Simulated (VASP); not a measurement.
HfC:

```xyz
2
Lattice="0.0000 2.3250 2.3250 2.3250 0.0000 2.3250 2.3250 2.3250 0.0000" Properties=species:S:1:pos:R:3 pbc="T T T"
Hf    2.3250    2.3250    2.3250
C     0.0000    0.0000    0.0000
```

- Program: VASP 6.6.1
- Task: relaxation of cell and atoms
- Functional: LDA
- Potentials or basis: VASP PAW LDA potentials, release 64 (Hf_pv, C)
- Cutoff: 600 eV
- k mesh: 10 × 10 × 10
- Occupations: fermi-dirac, width 0.05 eV
- Spin: no spin polarisation
- Hubbard terms: Hf d U = 6.0 eV

At the start: pressure 10.0 GPa; volume 12.57 Å³/atom.

Task: How do energy, volume and symmetry change on relaxing?

Result: Over 4 steps the energy falls by 15.5 meV/atom and the volume is 13.08 Å³/atom (+4.1 %); space group Fm-3m (No. 225, to 0.05 Å).

Step by step:
| step | energy change (eV) | largest force (eV/Å) | pressure (GPa) | volume (Å³) |
| --- | --- | --- | --- | --- |
| 1 | 0.0000 | 0.0000 | 10.05 | 25.14 |
| 2 | 0.0633 | 0.0000 | -14.57 | 28.11 |
| 3 | -0.0310 | 0.0000 | -0.18 | 26.18 |
| 4 | -0.0310 | 0.0000 | -0.01 | 26.16 |

Final structure:
```
CELL_PARAMETERS angstrom
0.00000 2.35615 2.35615
2.35615 0.00000 2.35615
2.35615 2.35615 0.00000
ATOMIC_POSITIONS crystal
Hf 0.50000 0.50000 0.50000
C 0.00000 0.00000 0.00000
```

Caveat: U without spin polarisation on a metal has little footing; the U is typed as a test and isn't derived for this compound.
